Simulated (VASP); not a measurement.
# ZnCu: single point with PBE

Crystal: ZnCu.

```
CELL_PARAMETERS angstrom
1.40030 -1.99620 0.00000
1.40030 1.99620 0.00000
0.00000 0.00000 4.67591
ATOMIC_POSITIONS crystal
Zn 0.50000 0.50000 0.50000
Cu 0.00000 0.00000 0.00000
```

This cell differs from its parent crystal: ratio of the length along z to the lengths across it x 1.2, volume and fractional coordinates fixed.

```json
{"Program": "VASP 6.6.1", "Task": "single point", "Functional": "PBE", "Potentials or basis": "VASP PAW PBE potentials, release 64 (Zn, Cu)", "Cutoff": "520 eV", "k mesh": "22 × 22 × 14", "Occupations": "gaussian, width 0.15 eV", "Spin": "no spin polarisation", "Dipole correction": "no", "Further INCAR settings": "ALGO = Normal; EDIFF = 1e-06; NBANDS = 18"}
```

| Item | Value |
| --- | --- |
| Pressure | 4.6 GPa |

Stress tensor (GPa, compression positive):
```
  6.58   0.00   0.00
  0.00  19.37   0.00
  0.00   0.00 -12.17
```

Levels at points of the mesh, in eV from the Fermi level:
```tsv
k point	band 8	band 9	band 10	band 11	band 12	band 13	band 14	band 15	band 16	band 17
(0.00, 0.00, 0.00)	-3.60	-2.98	-2.31	-2.23	-2.08	-0.12	16.94	17.78	17.94	20.95
(0.50, 0.00, 0.00)	-3.67	-2.24	-1.91	-1.89	-0.61	4.91	5.92	6.09	6.19	16.32
(0.50, 0.50, 0.00)	-2.70	-2.57	-1.44	-1.29	2.75	5.01	6.01	8.12	10.53	10.76
(0.00, 0.00, 0.50)	-3.70	-3.61	-2.31	-2.27	-2.08	6.97	7.34	19.30	19.32	20.65
(0.50, 0.00, 0.50)	-2.52	-2.27	-2.23	-1.86	-0.88	1.23	3.19	11.65	12.24	16.28
(0.50, 0.50, 0.50)	-2.81	-2.56	-1.44	0.76	2.08	2.62	4.68	9.63	11.47	13.42
```

It took 3.6 min on 1 thread of AMD EPYC 9R45 96-Core Processor (Zen 5) (shared host), peak memory 0.56 GiB.
